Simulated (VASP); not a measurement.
# AgS (Fm-3m) in VASP: a series of runs, part 2 of 2

VASP 6.6.1. The steps go on from the part before.

### 4 Single point, PBE (volume scaled by 0.91)

INCAR reads:

```
SYSTEM = AgS
ALGO = Normal ; EDIFF = 1E-6
ENCUT = 520 ; GGA = PE
ISIF = 2 ; ISMEAR = 0
LASPH = .True. ; LCHARG = .True.
LELF = .True. ; LREAL = .False.
LVHAR = .True. ; LWAVE = .False.
NBANDS = 16 ; NELM = 80
PREC = Accurate ; SIGMA = 0.1
```

KPOINTS reads:

```
k-points
0
Gamma
  18 18 18
  0 0 0
```

POSCAR reads:

```
AgS
1.0
    0.0000000000      2.5596947764      2.5596947764
    2.5596947764      0.0000000000      2.5596947764
    2.5596947764      2.5596947764      0.0000000000
Ag S
1 1
Direct
    0.0000000000      0.0000000000      0.0000000000
    0.5000000000      0.5000000000      0.5000000000
```

Potentials or basis: VASP PAW PBE potentials, release 64 (Ag, S).

On the command line:

```bash
$ cat potpaw_PBE.64/Ag/POTCAR potpaw_PBE.64/S/POTCAR > POTCAR
$ mpirun -np 1 vasp_std > vasp.out
```

OUTCAR:

```text
SYSTEM = AgS
   EDIFF = 1E-6
   ENCUT = 520
   GGA = PE
   ISIF = 2
   ISMEAR = 0
   LASPH = .True.
   LREAL = .False.
   NELM = 80
   PREC = Accurate

 ion  position               nearest neighbor table
   1  0.000  0.000  0.000-   2 2.56   2 2.56   2 2.56   2 2.56   2 2.56   2 2.56
   2  0.500  0.500  0.500-   1 2.56   1 2.56   1 2.56   1 2.56   1 2.56   1 2.56

  LATTYP: Found a face centered cubic cell.
 ALAT       =     5.1193895528

  Lattice vectors:

 A1 = (   0.0000000000,   2.5596947764,   2.5596947764)
 A2 = (   2.5596947764,   0.0000000000,   2.5596947764)
 A3 = (   2.5596947764,   2.5596947764,   0.0000000000)

Analysis of symmetry for initial positions (statically):
=====================================================================
 Subroutine PRICEL returns:
 Original cell was already a primitive cell.

 Routine SETGRP: Setting up the symmetry group for a
 face centered cubic supercell.

 Subroutine GETGRP returns: Found 48 space group operations
 (whereof 48 operations were pure point group operations)
 out of a pool of 48 trial point group operations.

[... 161 lines left out ...]

 E-fermi :   7.4446     XC(G=0): -11.4119

 val. band max:        7.4392938174   @ k =   0.3889   0.1111   0.0000
 cond. band min:       7.4580279920   @ k =  -0.4444   0.2222   0.0556
 fundamental gap:      0.0187341746
 Fermi energy:         7.4445599685

 k-point     1 :       0.0000    0.0000    0.0000
  band No.  band energies     occupation
      1      -6.7569      2.00000
      2       2.9417      2.00000
      3       2.9417      2.00000
      4       2.9685      2.00000
      5       2.9685      2.00000
      6       2.9685      2.00000
[... 433 lines left out ...]
      3       2.1138      2.00000
      4       2.3720      2.00000
      5       3.2061      2.00000
      6       3.2821      2.00000
[... 8 lines left out ...]
     15      20.2195      0.00000
     16      20.9236      0.00000

 [... further k-points ...]

------------------------ aborting loop because EDIFF is reached ----------------------------------------

  FORCE on cell =-STRESS in cart. coord.  units (eV):
  Direction    XX          YY          ZZ          XY          YZ          ZX
  --------------------------------------------------------------------------------------
  -------------------------------------------------------------------------------------
  Total        2.0524813      2.0524813      2.0524813      0.0000000      0.0000000      0.0000000
  in kB       98.0381840     98.0381840     98.0381840      0.0000000      0.0000000      0.0000000
  external PRESSURE =      98.0381840 kB  Pullay stress =       0.0000000 kB

 VOLUME and BASIS-vectors are now :
 -----------------------------------------------------------------------------
  energy-cutoff  :      520.00
  volume of cell :       33.54
      direct lattice vectors                 reciprocal lattice vectors
     0.000000000  2.559694776  2.559694776    -0.195335789  0.195335789  0.195335789
     2.559694776  0.000000000  2.559694776     0.195335789 -0.195335789  0.195335789
     2.559694776  2.559694776  0.000000000     0.195335789  0.195335789 -0.195335789

 POSITION                                       TOTAL-FORCE (eV/Angst)
 -----------------------------------------------------------------------------------
      0.00000      0.00000      0.00000         0.000000      0.000000      0.000000
      2.55969      2.55969      2.55969        -0.000000     -0.000000     -0.000000
 -----------------------------------------------------------------------------------
    total drift:                                0.000000      0.000000      0.000000

  FREE ENERGIE OF THE ION-ELECTRON SYSTEM (eV)
  ---------------------------------------------------
  free  energy   TOTEN  =        -6.5978379690 eV

  energy  without entropy=       -6.5929514931  energy(sigma->0) =       -6.59539473
```

OSZICAR:

```text
N       E                     dE             d eps       ncg     rms          rms(c)
DAV:   1     0.866315284806E+02    0.86632E+02   -0.77847E+03  6328   0.949E+02
DAV:   2    -0.475532096605E+01   -0.91387E+02   -0.84272E+02  8096   0.218E+02
DAV:   3    -0.733993484257E+01   -0.25846E+01   -0.25757E+01  7480   0.376E+01
DAV:   4    -0.735451270256E+01   -0.14578E-01   -0.14577E-01  8016   0.311E+00
DAV:   5    -0.735466975513E+01   -0.15705E-03   -0.15705E-03  7456   0.315E-01    0.117E+01
DAV:   6    -0.663025894450E+01    0.72441E+00   -0.22972E+00  7368   0.213E+01    0.940E+00
DAV:   7    -0.660398184977E+01    0.26277E-01   -0.24040E-01  6536   0.534E+00    0.472E+00
DAV:   8    -0.659838431850E+01    0.55975E-02   -0.12042E-02  7560   0.923E-01    0.691E-01
DAV:   9    -0.659779455060E+01    0.58977E-03   -0.96157E-04  7632   0.465E-01    0.126E-01
DAV:  10    -0.659784282694E+01   -0.48276E-04   -0.19953E-04  7696   0.117E-01    0.475E-02
DAV:  11    -0.659783867270E+01    0.41542E-05   -0.18216E-05  7816   0.515E-02    0.177E-02
DAV:  12    -0.659783796905E+01    0.70366E-06   -0.12625E-06  5552   0.751E-03
   1 F= -.65978380E+01 E0= -.65953947E+01  d E =-.488648E-02
```

stdout:

```text
POSCAR found type information on POSCAR AgS
 POSCAR found :  2 types and       2 ions
 scaLAPACK will be used
 LDA part: xc-table for (Slater+PW92), standard interpolation
 POSCAR, INCAR and KPOINTS ok, starting setup
 FFT: planning ... GRIDC
 FFT: planning ... GRID_SOFT
 FFT: planning ... GRID
 WAVECAR not read
 entering main loop
```

Wall time 56 s (1 thread of Intel Xeon Platinum 8488C (Sapphire Rapids), shared host); peak memory 0.23 GiB.

Results:

```
Free energy : -6.5978 eV
Pressure    : 9.8 GPa
```

Levels at points of the mesh, in eV from the Fermi level:
```csv
k point,band 7,band 8,band 9,band 10,band 11,band 12
"(0.00, 0.00, 0.00)",-1.19,-1.19,-1.19,2.99,10.40,10.40
"(0.50, 0.00, 0.00)",-2.99,1.24,1.24,4.00,6.77,6.77
"(0.50, 0.50, 0.00)",-2.91,-2.77,-2.77,1.86,7.24,11.58
```

### 5 Single point, PBE (volume scaled by 0.94)

INCAR reads:

```
PREC = Accurate
ENCUT = 520
EDIFF = 1E-6
ISMEAR = 0
SIGMA = 0.1
LREAL = F
LASPH = T
NELM = 60
ALGO = Normal
ISIF = 2
LWAVE = F
LCHARG = F
GGA = PE
NBANDS = 16
```

KPOINTS reads:

```
Automatic mesh
0
Gamma
  18 18 18
```

POSCAR reads:

```
AgS
1.0
    0.0000000000      2.5875197257      2.5875197257
    2.5875197257      0.0000000000      2.5875197257
    2.5875197257      2.5875197257      0.0000000000
Ag S
1 1
Direct
    0.0000000000      0.0000000000      0.0000000000
    0.5000000000      0.5000000000      0.5000000000
```

Potentials or basis: VASP PAW PBE potentials, release 64 (Ag, S).

On the command line:

```bash
$ cat potpaw_PBE.64/Ag/POTCAR potpaw_PBE.64/S/POTCAR > POTCAR
$ mpirun -np 1 vasp_std > vasp.out
```

OUTCAR:

```text
PREC = Accurate
   ENCUT = 520
   EDIFF = 1E-6
   ISMEAR = 0
   LREAL = F
   LASPH = T
   NELM = 60
   ISIF = 2
   GGA = PE

 ion  position               nearest neighbor table
   1  0.000  0.000  0.000-   2 2.59   2 2.59   2 2.59   2 2.59   2 2.59   2 2.59
   2  0.500  0.500  0.500-   1 2.59   1 2.59   1 2.59   1 2.59   1 2.59   1 2.59

  LATTYP: Found a face centered cubic cell.
 ALAT       =     5.1750394514

  Lattice vectors:

 A1 = (   0.0000000000,   2.5875197257,   2.5875197257)
 A2 = (   2.5875197257,   0.0000000000,   2.5875197257)
 A3 = (   2.5875197257,   2.5875197257,   0.0000000000)

Analysis of symmetry for initial positions (statically):
=====================================================================
 Subroutine PRICEL returns:
 Original cell was already a primitive cell.

 Routine SETGRP: Setting up the symmetry group for a
 face centered cubic supercell.

 Subroutine GETGRP returns: Found 48 space group operations
 (whereof 48 operations were pure point group operations)
 out of a pool of 48 trial point group operations.

The static configuration has the point symmetry O_h .

Analysis of symmetry for dynamics (positions and initial velocities):
=====================================================================
 Subroutine PRICEL returns:
 Original cell was already a primitive cell.

 Routine SETGRP: Setting up the symmetry group for a
 face centered cubic supercell.

 Subroutine GETGRP returns: Found 48 space group operations
 (whereof 48 operations were pure point group operations)
 out of a pool of 48 trial point group operations.

The dynamic configuration has the point symmetry O_h .

 Subroutine INISYM returns: Found 48 space group operations
 (whereof 48 operations are pure point group operations),
 and found     1 'primitive' translations

----------------------------------------------------------------------------------------

                                     Primitive cell

  volume of cell :      34.6482

  direct lattice vectors                    reciprocal lattice vectors
     0.000000000  2.587519726  2.587519726    -0.193235242  0.193235242  0.193235242
     2.587519726  0.000000000  2.587519726     0.193235242 -0.193235242  0.193235242
     2.587519726  2.587519726  0.000000000     0.193235242  0.193235242 -0.193235242

  length of vectors
     3.659305489  3.659305489  3.659305489     0.334693257  0.334693257  0.334693257

  position of ions in fractional coordinates (direct lattice)
     0.000000000  0.000000000  0.000000000
     0.500000000  0.500000000  0.500000000

  ion indices of the primitive-cell ions
   primitive index   ion index
                 1           1
                 2           2

----------------------------------------------------------------------------------------

 KPOINTS: Automatic mesh

Automatic generation of k-mesh.
 Grid dimensions read from file:
 generate k-points for:   18   18   18

 Generating k-lattice:

  Cartesian coordinates                     Fractional coordinates (reciprocal lattice)
    -0.010735291  0.010735291  0.010735291     0.055555556  0.000000000  0.000000000
     0.010735291 -0.010735291  0.010735291     0.000000000  0.055555556  0.000000000
     0.010735291  0.010735291 -0.010735291     0.000000000  0.000000000  0.055555556

  Length of vectors
     0.018594070  0.018594070  0.018594070

  Shift w.r.t. Gamma in fractional coordinates (k-lattice)
     0.000000000  0.000000000  0.000000000

 Subroutine IBZKPT returns following result:
 ===========================================

 Found    195 irreducible k-points:

 Following reciprocal coordinates:
            Coordinates               Weight
  0.000000  0.000000  0.000000      1.000000
  0.055556  0.000000  0.000000      8.000000
  0.111111  0.000000  0.000000      8.000000
  0.166667  0.000000  0.000000      8.000000
  0.222222  0.000000  0.000000      8.000000
  0.277778  0.000000  0.000000      8.000000
[... 16 lines left out ...]
 -0.277778  0.055556  0.000000     24.000000
 -0.222222  0.055556  0.000000     24.000000
 [... further k-points ...]
   k-points           NKPTS =    195   k-points in BZ     NKDIM =    195   number of bands    NBANDS=     16
   number of dos      NEDOS =    301   number of ions     NIONS =      2
   total plane-waves  NPLWV =  21952
   dimension x,y,z NGX =    28 NGY =   28 NGZ =   28
   dimension x,y,z NGXF=    56 NGYF=   56 NGZF=   56
   ions per type =               1   1
   NGX,Y,Z   is equivalent  to a cutoff of  12.72, 12.72, 12.72 a.u.
   NGXF,Y,Z  is equivalent  to a cutoff of  25.44, 25.44, 25.44 a.u.
 SYSTEM =  unknown system
   PREC   = accura    normal or accurate (medium, high low for compatibility)
   ISTART =      0    job   : 0-new  1-cont  2-samecut
   ICHARG =      2    charge: 1-file 2-atom 10-const
   ISPIN  =      1    spin polarized calculation?
   LNONCOLLINEAR =      F non collinear calculations
   LSORBIT =      F    spin-orbit coupling
   LASPH  =      T    aspherical Exc in radial PAW
   ENCUT  =  520.0 eV  38.22 Ry    6.18 a.u.   6.80  6.80  6.80*2*pi/ulx,y,z
   NELM   =     60;   NELMIN=  2; NELMDL= -5     # of ELM steps
   EDIFF  = 0.1E-05   stopping-criterion for ELM
   LREAL  =      F    real-space projection
   EDIFFG = 0.1E-04   stopping-criterion for IOM
   NSW    =      0    number of steps for IOM
   IBRION =     -1    ionic relax: 0-MD 1-quasi-New 2-CG
   NFREE  =      0    steps in history (QN), initial steepest desc. (CG)
   ISIF   =      2    stress and relaxation
   ISYM   =      2    0-nonsym 1-usesym 2-fastsym
   POTIM  = 0.5000    time-step for ionic-motion
   TEBEG  =    0.0;   TEEND  =   0.0 temperature during run
   PSTRESS=    0.0 pullay stress
   NELECT =      17.0000    total number of electrons
   NUPDOWN=      -1.0000    fix difference up-down
   EMIN   =  10.00;   EMAX   =-10.00  energy-range for DOS
   EFERMI =   0.00;   METHOD = LEGACY
   ISMEAR =     0;   SIGMA  =   0.10  broadening in eV -4-tet -1-fermi 0-gaus
   EFERMI_NEDOS =   21; number of points for ismear=-14 and -15
   IALGO  =     38    algorithm
   IMIX   =      4    mixing-type and parameters
     AMIX     =   0.40;   BMIX     =  1.00
     AMIX_MAG =   1.60;   BMIX_MAG =  1.00
  volume/ion in A,a.u.               =      17.32       116.91
  Fermi-wavevector in a.u.,A,eV,Ry     =   1.291212  2.440036 22.684011  1.667228
  Thomas-Fermi vector in A             =   2.422996
   LORBIT       =      0    0 simple, 1 ext, 2 COOP (PROOUT), +10 PAW based schemes
   GGA     = PE    functional components
   LHFCALC =     F    Hartree Fock is set to
   AEXX    =    0.0000 exact exchange contribution
   IVDW    =     0    specifies the selected vdW correction
   LEPSILON=     F    determine dielectric tensor
   LRPA    =     F    only Hartree local field effects (RPA)
 non-spin polarized calculation
 Gauss-broadening in eV      SIGMA  =   0.10
  energy-cutoff  :      520.00
  volume of cell :       34.65
 maximum number of plane-waves:       950
   NGX = 13   NGY = 13   NGZ = 13

 number of electron      17.0000003 magnetization

 Free energy of the ion-electron system (eV)
  ---------------------------------------------------
  ext. energy  EPLUGINS =         0.00000000
  ---------------------------------------------------
  free energy    TOTEN  =        -6.65202313 eV

  energy without entropy =       -6.64693488  energy(sigma->0) =       -6.64947900

 E-fermi :   6.9578     XC(G=0): -11.2379

 val. band max:        6.9561745837   @ k =  -0.4444   0.2222   0.0000
 cond. band min:       6.9604073070   @ k =   0.3889   0.1111   0.0000
 fundamental gap:      0.0042327233
 Fermi energy:         6.9577575691

 k-point     1 :       0.0000    0.0000    0.0000
  band No.  band energies     occupation
      1      -6.9767      2.00000
      2       2.6297      2.00000
      3       2.6297      2.00000
      4       2.6585      2.00000
      5       2.6585      2.00000
      6       2.6585      2.00000
[... 8 lines left out ...]
     15      20.9190      0.00000
     16      20.9190      0.00000
[... 419 lines left out ...]
 k-point    24 :      -0.2222    0.0556    0.0000
  band No.  band energies     occupation
      1      -6.3965      2.00000
      2       1.7504      2.00000
      3       1.8397      2.00000
      4       2.0923      2.00000
      5       2.8793      2.00000
      6       2.9495      2.00000
[... 8 lines left out ...]
     15      19.6465      0.00000
     16      20.3030      0.00000

 [... further k-points ...]

------------------------ aborting loop because EDIFF is reached ----------------------------------------

  FORCE on cell =-STRESS in cart. coord.  units (eV):
  Direction    XX          YY          ZZ          XY          YZ          ZX
  --------------------------------------------------------------------------------------
  -------------------------------------------------------------------------------------
  Total        1.2641524      1.2641524      1.2641524      0.0000000      0.0000000     -0.0000000
  in kB       58.4559901     58.4559901     58.4559901      0.0000000      0.0000000     -0.0000000
  external PRESSURE =      58.4559901 kB  Pullay stress =       0.0000000 kB

 VOLUME and BASIS-vectors are now :
 -----------------------------------------------------------------------------
  energy-cutoff  :      520.00
  volume of cell :       34.65
      direct lattice vectors                 reciprocal lattice vectors
     0.000000000  2.587519726  2.587519726    -0.193235242  0.193235242  0.193235242
     2.587519726  0.000000000  2.587519726     0.193235242 -0.193235242  0.193235242
     2.587519726  2.587519726  0.000000000     0.193235242  0.193235242 -0.193235242

 POSITION                                       TOTAL-FORCE (eV/Angst)
 -----------------------------------------------------------------------------------
      0.00000      0.00000      0.00000        -0.000000     -0.000000     -0.000000
      2.58752      2.58752      2.58752         0.000000      0.000000      0.000000
 -----------------------------------------------------------------------------------
    total drift:                                0.000000      0.000000      0.000000

  FREE ENERGIE OF THE ION-ELECTRON SYSTEM (eV)
  ---------------------------------------------------
  free  energy   TOTEN  =        -6.6520231267 eV

  energy  without entropy=       -6.6469348822  energy(sigma->0) =       -6.64947900
```

Wall time 58 s (1 thread of Intel Xeon Platinum 8488C (Sapphire Rapids), shared host); peak memory 0.23 GiB.

What came out:

```
Free energy : -6.6520 eV
Pressure    : 5.8 GPa
```

Levels at points of the mesh, in eV from the Fermi level:
| k point | band 6 | band 7 | band 8 | band 9 | band 10 | band 11 | band 12 | band 13 |
| --- | --- | --- | --- | --- | --- | --- | --- | --- |
| (0.00, 0.00, 0.00) | -4.30 | -1.12 | -1.12 | -1.12 | 2.81 | 10.38 | 10.38 | 10.38 |
| (0.50, 0.00, 0.00) | -3.74 | -2.90 | 1.18 | 1.18 | 4.06 | 6.82 | 6.82 | 9.70 |
| (0.50, 0.50, 0.00) | -3.56 | -2.87 | -2.63 | -2.63 | 1.88 | 7.26 | 11.36 | 13.67 |

### 6 Single point, PBE (volume scaled by 0.97)

INCAR reads:

```
SYSTEM = AgS
ALGO = Normal
EDIFF = 1E-7
ENCUT = 520
GGA = PE
ISIF = 2
ISMEAR = 0
LASPH = .True.
LCHARG = .True.
LELF = .True.
LREAL = .False.
LVHAR = .True.
LWAVE = .False.
NBANDS = 16
NELM = 100
PREC = Accurate
SIGMA = 0.1
```

KPOINTS reads:

```
k-points
0
Gamma
  18 18 18
  0 0 0
```

POSCAR reads:

```
AgS
1.0
    0.0000000000      2.6147587771      2.6147587771
    2.6147587771      0.0000000000      2.6147587771
    2.6147587771      2.6147587771      0.0000000000
Ag S
1 1
Direct
    0.0000000000      0.0000000000      0.0000000000
    0.5000000000      0.5000000000      0.5000000000
```

Potentials or basis: VASP PAW PBE potentials, release 64 (Ag, S).

On the command line:

```bash
$ cat potpaw_PBE.64/Ag/POTCAR potpaw_PBE.64/S/POTCAR > POTCAR
$ mpirun -np 1 vasp_std > vasp.out
```

Wall time 67 s (1 thread of Intel Xeon Platinum 8488C (Sapphire Rapids), shared host); peak memory 0.24 GiB.

Results (log left out):

| Quantity | Value |
| --- | --- |
| Free energy | -6.6813 eV |
| Pressure | 2.6 GPa |

Levels at points of the mesh, in eV from the Fermi level:
```
           k point  band 7  band 8  band 9  band 10  band 11  band 12
(0.00, 0.00, 0.00)   -1.05   -1.05   -1.05     2.65    10.35    10.35
(0.50, 0.00, 0.00)   -2.81    1.12    1.12     4.12     6.86     6.86
(0.50, 0.50, 0.00)   -2.83   -2.49   -2.49     1.90     7.27    11.15
```

### 7 Summary

```tsv
spin	cell	k mesh	gap on the mesh (eV)	pressure (GPa)
collinear, ferromagnetic start	a = 4.117 Å, angles 60.0°, 2 atoms	6 × 6 × 6	none	-11.2
off	a = 3.580 Å, angles 60.0°, 2 atoms	18 × 18 × 18	none	14.5
off	a = 3.620 Å, angles 60.0°, 2 atoms	18 × 18 × 18	none	9.8
off	a = 3.659 Å, angles 60.0°, 2 atoms	18 × 18 × 18	none	5.8
off	a = 3.698 Å, angles 60.0°, 2 atoms	18 × 18 × 18	none	2.6
```

Alike in all rows: task single point; level PBE; potentials or basis VASP PAW PBE potentials, release 64 (Ag, S); cutoff (eV) 520; smearing gaussian 0.1 eV.

Absolute energies hang on the potentials; compare differences alone.
